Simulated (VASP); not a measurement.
Here is a VASP 6.6.1 calculation.

File INCAR:

```
SYSTEM = Ag
PREC = Accurate
ENCUT = 520
EDIFF = 1E-6
ISMEAR = -1
SIGMA = 0.1
LREAL = .False.
LASPH = .True.
NELM = 100
ALGO = Normal
ISIF = 2
LWAVE = .False.
LCHARG = .False.
GGA = PE
NBANDS = 12
```

The input KPOINTS:

```
regular mesh
0
Gamma
  21 21 21
  0 0 0
```

Contents of POSCAR:

```
Ag
1.0
    0.0000000000      1.9869425464      1.9869425464
    1.9869425464      0.0000000000      1.9869425464
    1.9869425464      1.9869425464      0.0000000000
Ag
1
Direct
    0.0000000000      0.0000000000      0.0000000000
```

Potentials or basis: VASP PAW PBE potentials, release 64 (Ag).

Command:

```bash
$ cat potpaw_PBE.64/Ag/POTCAR > POTCAR
$ mpirun -np 1 vasp_std > vasp.out
```

Predict the pressure.

16.7 GPa.
